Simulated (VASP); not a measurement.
# TiC in VASP: single point with PBE

Aim: the single point of TiC with PBE.

All numbers are computed with VASP 6.6.1; they aren't measurements. Logs are shortened: lines on timing, memory, paths and dates and some standing lists are left out, and cuts for length are marked.

### 1 The cell of the first run

The cell holds a wire or tube with vacuum around it, 2 atoms: a = 10.800 Å, b = 9.300 Å, c = 3.065 Å, α = 90.00°, β = 90.00°, γ = 90.00°.

### 2 Single point, PBE, collinear spin

INCAR

```
SYSTEM = TiC
ALGO = Normal ; EDIFF = 1E-6
ENCUT = 520 ; GGA = PE
ISIF = 2 ; ISMEAR = 0
ISPIN = 2 ; LASPH = .TRUE.
LCHARG = .FALSE. ; LMAXMIX = 4
LORBIT = 11 ; LREAL = .FALSE.
LWAVE = .FALSE. ; MAGMOM = 1.5 0.5
NBANDS = 19 ; NELM = 150
PREC = Accurate ; SIGMA = 0.05
```

KPOINTS

```
k-points
0
G
  1 1 31
  0 0 0
```

POSCAR

```
TiC
1.0
   10.8000000000      0.0000000000      0.0000000000
    0.0000000000      9.3000000000      0.0000000000
    0.0000000000      0.0000000000      3.0647881972
Ti C
1 1
Direct
    0.4517302786      0.5000000000      0.0000000000
    0.5482697214      0.5000000000      0.5000000000
```

Potentials or basis: VASP PAW PBE potentials, release 64 (Ti_sv, C).

Started as:

```bash
$ cat potpaw_PBE.64/Ti_sv/POTCAR potpaw_PBE.64/C/POTCAR > POTCAR
$ mpirun -np 1 vasp_std > vasp.out
```

OUTCAR:

```text
SYSTEM = TiC
   EDIFF = 1E-6
   ENCUT = 520
   GGA = PE
   ISIF = 2
   ISMEAR = 0
   ISPIN = 2
   LASPH = .TRUE.
   LORBIT = 11
   LREAL = .FALSE.
   NELM = 150
   PREC = Accurate

 ion  position               nearest neighbor table
   1  0.452  0.500  0.000-   2 1.85   2 1.85
   2  0.548  0.500  0.500-   1 1.85   1 1.85

  LATTYP: Found a simple orthorhombic cell.
 ALAT       =     3.0647881972
 B/A-ratio  =     3.0344674417
 C/A-ratio  =     3.5238976742

  Lattice vectors:

 A1 = (   0.0000000000,   0.0000000000,  -3.0647881972)
 A2 = (   0.0000000000,   9.3000000000,   0.0000000000)
 A3 = (  10.8000000000,   0.0000000000,   0.0000000000)

Analysis of symmetry for initial positions (statically):
=====================================================================
 Subroutine PRICEL returns:
 Original cell was already a primitive cell.

 Routine SETGRP: Setting up the symmetry group for a
 simple orthorhombic supercell.

 Subroutine GETGRP returns: Found  4 space group operations
 (whereof  4 operations were pure point group operations)
 out of a pool of  8 trial point group operations.

The static configuration has the point symmetry C_2v.

Analysis of symmetry for dynamics (positions and initial velocities):
=====================================================================
 Subroutine PRICEL returns:
 Original cell was already a primitive cell.

 Routine SETGRP: Setting up the symmetry group for a
 simple orthorhombic supercell.

 Subroutine GETGRP returns: Found  4 space group operations
 (whereof  4 operations were pure point group operations)
 out of a pool of  8 trial point group operations.

The dynamic configuration has the point symmetry C_2v.

Analysis of structural, dynamic, and magnetic symmetry:
=====================================================================
 Subroutine PRICEL returns:
 Original cell was already a primitive cell.

 Routine SETGRP: Setting up the symmetry group for a
 simple orthorhombic supercell.

 Subroutine GETGRP returns: Found  4 space group operations
 (whereof  4 operations were pure point group operations)
 out of a pool of  8 trial point group operations.

The overall configuration has the point symmetry C_2v.

 Subroutine INISYM returns: Found  4 space group operations
 (whereof  4 operations are pure point group operations),
 and found     1 'primitive' translations

----------------------------------------------------------------------------------------

                                     Primitive cell

  volume of cell :     307.8273

  direct lattice vectors                    reciprocal lattice vectors
    10.800000000  0.000000000  0.000000000     0.092592593  0.000000000  0.000000000
     0.000000000  9.300000000  0.000000000     0.000000000  0.107526882  0.000000000
     0.000000000  0.000000000  3.064788197     0.000000000  0.000000000  0.326286822

  length of vectors
    10.800000000  9.300000000  3.064788197     0.092592593  0.107526882  0.326286822

  position of ions in fractional coordinates (direct lattice)
     0.451730279  0.500000000  0.000000000
     0.548269721  0.500000000  0.500000000

  ion indices of the primitive-cell ions
   primitive index   ion index
                 1           1
                 2           2

----------------------------------------------------------------------------------------

 KPOINTS: k-points

Automatic generation of k-mesh.
 Grid dimensions read from file:
 generate k-points for:    1    1   31

 Generating k-lattice:

  Cartesian coordinates                     Fractional coordinates (reciprocal lattice)
     0.092592593  0.000000000  0.000000000     1.000000000  0.000000000  0.000000000
     0.000000000  0.107526882  0.000000000     0.000000000  1.000000000  0.000000000
     0.000000000  0.000000000  0.010525381     0.000000000  0.000000000  0.032258065

  Length of vectors
     0.092592593  0.107526882  0.010525381

  Shift w.r.t. Gamma in fractional coordinates (k-lattice)
     0.000000000  0.000000000  0.000000000

 Subroutine IBZKPT returns following result:
 ===========================================

 Found     16 irreducible k-points:

 Following reciprocal coordinates:
            Coordinates               Weight
  0.000000  0.000000  0.000000      1.000000
  0.000000  0.000000  0.032258      2.000000
  0.000000  0.000000  0.064516      2.000000
  0.000000  0.000000  0.096774      2.000000
  0.000000  0.000000  0.129032      2.000000
  0.000000  0.000000  0.161290      2.000000
[... 8 lines left out ...]
  0.000000  0.000000  0.451613      2.000000
  0.000000  0.000000  0.483871      2.000000
   k-points           NKPTS =     16   k-points in BZ     NKDIM =     16   number of bands    NBANDS=     19
   number of dos      NEDOS =    301   number of ions     NIONS =      2
   total plane-waves  NPLWV = 134400
   dimension x,y,z NGX =    80 NGY =   70 NGZ =   24
   dimension x,y,z NGXF=   160 NGYF=  140 NGZF=   48
   ions per type =               1   1
   NGX,Y,Z   is equivalent  to a cutoff of  12.31, 12.51, 13.02 a.u.
   NGXF,Y,Z  is equivalent  to a cutoff of  24.63, 25.03, 26.04 a.u.
 SYSTEM =  TiC
   PREC   = accura    normal or accurate (medium, high low for compatibility)
   ISTART =      0    job   : 0-new  1-cont  2-samecut
   ICHARG =      2    charge: 1-file 2-atom 10-const
   ISPIN  =      2    spin polarized calculation?
   LNONCOLLINEAR =      F non collinear calculations
   LSORBIT =      F    spin-orbit coupling
   LASPH  =      T    aspherical Exc in radial PAW
   ENCUT  =  520.0 eV  38.22 Ry    6.18 a.u.  20.08 17.29  5.70*2*pi/ulx,y,z
   NELM   =    150;   NELMIN=  2; NELMDL= -5     # of ELM steps
   EDIFF  = 0.1E-05   stopping-criterion for ELM
   LREAL  =      F    real-space projection
   EDIFFG = 0.1E-04   stopping-criterion for IOM
   NSW    =      0    number of steps for IOM
   IBRION =     -1    ionic relax: 0-MD 1-quasi-New 2-CG
   NFREE  =      0    steps in history (QN), initial steepest desc. (CG)
   ISIF   =      2    stress and relaxation
   ISYM   =      2    0-nonsym 1-usesym 2-fastsym
   POTIM  = 0.5000    time-step for ionic-motion
   TEBEG  =    0.0;   TEEND  =   0.0 temperature during run
   PSTRESS=    0.0 pullay stress
   NELECT =      16.0000    total number of electrons
   NUPDOWN=      -1.0000    fix difference up-down
   EMIN   =  10.00;   EMAX   =-10.00  energy-range for DOS
   EFERMI =   0.00;   METHOD = LEGACY
   ISMEAR =     0;   SIGMA  =   0.05  broadening in eV -4-tet -1-fermi 0-gaus
   EFERMI_NEDOS =   21; number of points for ismear=-14 and -15
   IALGO  =     38    algorithm
   IMIX   =      4    mixing-type and parameters
     AMIX     =   0.40;   BMIX     =  1.00
     AMIX_MAG =   1.60;   BMIX_MAG =  1.00
  volume/ion in A,a.u.               =     153.91      1038.66
  Fermi-wavevector in a.u.,A,eV,Ry     =   0.610960  1.154546  5.078668  0.373272
  Thomas-Fermi vector in A             =   1.666710
   LORBIT       =     11    0 simple, 1 ext, 2 COOP (PROOUT), +10 PAW based schemes
   GGA     = PE    functional components
   LHFCALC =     F    Hartree Fock is set to
   AEXX    =    0.0000 exact exchange contribution
   IVDW    =     0    specifies the selected vdW correction
   LEPSILON=     F    determine dielectric tensor
   LRPA    =     F    only Hartree local field effects (RPA)
 spin polarized calculation
 Gauss-broadening in eV      SIGMA  =   0.05
  energy-cutoff  :      520.00
  volume of cell :      307.83
 maximum number of plane-waves:      8310
   NGX = 41   NGY = 35   NGZ = 11

 number of electron      16.0000001 magnetization       0.1706727

 Free energy of the ion-electron system (eV)
  ---------------------------------------------------
  ext. energy  EPLUGINS =         0.00000000
  ---------------------------------------------------
  free energy    TOTEN  =       -12.54049209 eV

  energy without entropy =      -12.53838586  energy(sigma->0) =      -12.53943898

 E-fermi :  -3.1484     XC(G=0):  -2.2943

 val. band max:       -3.1792670356   @ k =   0.0000   0.0000   0.1290
 cond. band min:      -3.1330411758   @ k =   0.0000   0.0000   0.0645
 fundamental gap:      0.0462258597
 Fermi energy:        -3.1484065219

 spin component 1

 k-point     1 :       0.0000    0.0000    0.0000
  band No.  band energies     occupation
      1     -60.1525      1.00000
      2     -36.7579      1.00000
      3     -36.4961      1.00000
      4     -36.0605      1.00000
      5     -12.1016      1.00000
      6      -5.6471      1.00000
[... 11 lines left out ...]
     18       2.6116      0.00000
     19       2.8005      0.00000
[... 309 lines left out ...]
 k-point    16 :       0.0000    0.0000    0.4839
  band No.  band energies     occupation
      1     -60.1267      1.00000
      2     -36.7321      1.00000
      3     -36.4680      1.00000
      4     -36.3656      1.00000
      5     -11.0716      1.00000
      6      -5.1311      1.00000
[... 11 lines left out ...]
     18       4.2294      0.00000
     19       4.4935      0.00000
 Fermi energy:        -3.1484065219

 spin component 2

 k-point     1 :       0.0000    0.0000    0.0000
  band No.  band energies     occupation
      1     -60.1077      1.00000
      2     -36.7078      1.00000
      3     -36.4620      1.00000
      4     -36.0022      1.00000
      5     -12.1105      1.00000
      6      -5.6380      1.00000
[... 11 lines left out ...]
     18       2.6915      0.00000
     19       2.8624      0.00000
[... 309 lines left out ...]
 k-point    16 :       0.0000    0.0000    0.4839
  band No.  band energies     occupation
      1     -60.0819      1.00000
      2     -36.6820      1.00000
      3     -36.4339      1.00000
      4     -36.3086      1.00000
      5     -11.0848      1.00000
      6      -5.1098      1.00000
[... 11 lines left out ...]
     18       4.3531      0.00000
     19       4.6000      0.00000

------------------------ aborting loop because EDIFF is reached ----------------------------------------

  FORCE on cell =-STRESS in cart. coord.  units (eV):
  Direction    XX          YY          ZZ          XY          YZ          ZX
  --------------------------------------------------------------------------------------
  -------------------------------------------------------------------------------------
  Total       -0.0382786     -0.0115842      0.0920755      0.0000000      0.0000000      0.0000000
  in kB       -0.1992321     -0.0602935      0.4792339      0.0000000      0.0000000      0.0000000
  external PRESSURE =       0.0732361 kB  Pullay stress =       0.0000000 kB

 VOLUME and BASIS-vectors are now :
 -----------------------------------------------------------------------------
  energy-cutoff  :      520.00
  volume of cell :      307.83
      direct lattice vectors                 reciprocal lattice vectors
    10.800000000  0.000000000  0.000000000     0.092592593  0.000000000  0.000000000
     0.000000000  9.300000000  0.000000000     0.000000000  0.107526882  0.000000000
     0.000000000  0.000000000  3.064788197     0.000000000  0.000000000  0.326286822

 POSITION                                       TOTAL-FORCE (eV/Angst)
 -----------------------------------------------------------------------------------
      4.87869      4.65000      0.00000        -0.042422      0.000000      0.000000
      5.92131      4.65000      1.53239         0.042422      0.000000      0.000000
 -----------------------------------------------------------------------------------
    total drift:                               -0.000896     -0.000000      0.000001

  FREE ENERGIE OF THE ION-ELECTRON SYSTEM (eV)
  ---------------------------------------------------
  free  energy   TOTEN  =       -12.5404920864 eV

  energy  without entropy=      -12.5383858643  energy(sigma->0) =      -12.53943898

 total charge

# of ion       s       p       d       tot
------------------------------------------
    1        2.239   6.114   2.146  10.499
    2        0.966   1.370   0.000   2.336
--------------------------------------------------
tot          3.205   7.484   2.146  12.836

 magnetization (x)

# of ion       s       p       d       tot
------------------------------------------
    1        0.009   0.004   0.037   0.051
    2        0.001  -0.010   0.000  -0.009
--------------------------------------------------
tot          0.011  -0.006   0.037   0.042
```

Wall time 6 min (1 thread of Intel Xeon Platinum 8488C (Sapphire Rapids), shared host); peak memory 0.52 GiB.

What came out:

| Quantity | Value |
| --- | --- |
| Free energy | -12.5405 eV |
| Largest force | 0.042 eV/Å |
| Net moment | 0.17 μB per cell |
| Site moments | Ti +0.05; C -0.01 μB |
| Valence electrons inside the program's atomic spheres | Ti 10.50; C 2.34 |

Forces on the atoms (eV/Å):
```
Ti  -0.042  0.000  0.000
C    0.042  0.000  0.000
```

Caveat: a moment this small can come from the mesh or the smearing.
